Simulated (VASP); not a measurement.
**InSb: single point with PBE**

Crystal: InSb.

```
CELL_PARAMETERS angstrom
0.00000 3.18804 3.07518
2.96232 0.00000 3.07518
2.96232 3.18804 0.00000
ATOMIC_POSITIONS crystal
In 0.00000 0.00000 0.00000
Sb 0.50000 0.50000 0.50000
```

This cell differs from its parent crystal: strain +e along x and -e along y -0.0367, strain +e along z and -e/2 along x and y +0.0000.

```json
{
  "Program": "VASP 6.6.1",
  "Task": "single point",
  "Functional": "PBE",
  "Potentials or basis": "VASP PAW PBE potentials, release 64 (In_d, Sb)",
  "Cutoff": "520 eV",
  "k mesh": "12 × 12 × 12",
  "Occupations": "gaussian, width 0.15 eV",
  "Spin": "no spin polarisation",
  "Dipole correction": "no",
  "Further INCAR settings": "ALGO = Normal; EDIFF = 1e-07; NBANDS = 16"
}
```

- Pressure: 0.4 GPa
- Band gap on the k mesh: zero (bands 9 and 10 overlap by 2.63 eV)

Stress tensor (GPa, compression positive):
```
 3.79  0.00  0.00
 0.00 -2.25  0.00
 0.00  0.00 -0.22
```

Levels at points of the mesh, in eV from the Fermi level:
```csv
k point,band 6,band 7,band 8,band 9,band 10,band 11,band 12,band 13
"(0.00, 0.00, 0.00)",-10.90,-0.48,-0.42,-0.01,0.32,5.08,5.97,6.00
"(0.50, 0.00, 0.00)",-9.14,-6.37,0.16,0.48,1.94,2.40,2.85,3.32
"(0.50, 0.50, 0.00)",-8.45,-4.37,-3.31,-2.47,-1.67,3.29,7.11,9.36
"(0.50, 0.00, 0.50)",-8.76,-4.34,-2.96,-2.14,-1.73,3.42,7.77,8.97
"(0.00, 0.50, 0.50)",-8.16,-4.38,-3.63,-2.42,-2.03,3.12,7.53,8.59
```

It took 4.7 min on 1 thread of Intel Xeon 8259CL (shared host), peak memory 0.4 GiB.

Caveat: the cell differs from its parent crystal (strain +e along x and -e along y -0.0367, strain +e along z and -e/2 along x and y +0.0000); spin-orbit coupling is left out, which moves the levels of the heavy elements.
